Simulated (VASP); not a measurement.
A run of VASP 6.6.1:

The input POSCAR:

```
AlN
1.0
    0.0000000000      2.1848764127      2.1848764127
    2.1848764127      0.0000000000      2.1848764127
    2.1848764127      2.1848764127      0.0000000000
Al N
1 1
Direct
    0.0000000000      0.0000000000      0.0000000000
    0.2500000000      0.2500000000      0.2500000000
```

INCAR.step1

```
PREC = Accurate
ENCUT = 600
EDIFF = 1E-5
ISMEAR = -1
SIGMA = 0.02
LREAL = F
LASPH = T
NELM = 60
ALGO = Normal
LWAVE = T
LCHARG = F
GGA = PE
NBANDS = 11
```

Contents of INCAR.step2:

```
PREC = Accurate
ENCUT = 600
EDIFF = 1E-6
ISMEAR = -1
SIGMA = 0.02
LREAL = F
LASPH = T
NELM = 60
ALGO = Normal
ISIF = 3
LWAVE = F
LCHARG = F
GGA = PE
LHFCALC = T
HFSCREEN = 0.2079
PRECFOCK = Normal
IBRION = 2
NSW = 80
EDIFFG = -0.005
ISTART = 1
```

The input KPOINTS:

```
regular mesh
0
Gamma
  6 6 6
```

Potentials or basis: VASP PAW PBE potentials, release 64 (Al, N).

Launch:

```bash
$ cat potpaw_PBE.64/Al/POTCAR potpaw_PBE.64/N/POTCAR > POTCAR
$ cp INCAR.step1 INCAR
$ mpirun -np 1 vasp_std > vasp.out
$ cp INCAR.step2 INCAR
$ mpirun -np 1 vasp_std > vasp.out
```

Hardware: 1 thread of Intel(R) Xeon(R) Platinum 8488C (Sapphire Rapids) (shared host).

How long does it take, and how much memory?

Run time: 8 min on 1 thread of Intel(R) Xeon(R) Platinum 8488C (Sapphire Rapids), with other jobs on the host, peak memory 0.25 GiB. Counts: k points 16, ion steps 3.
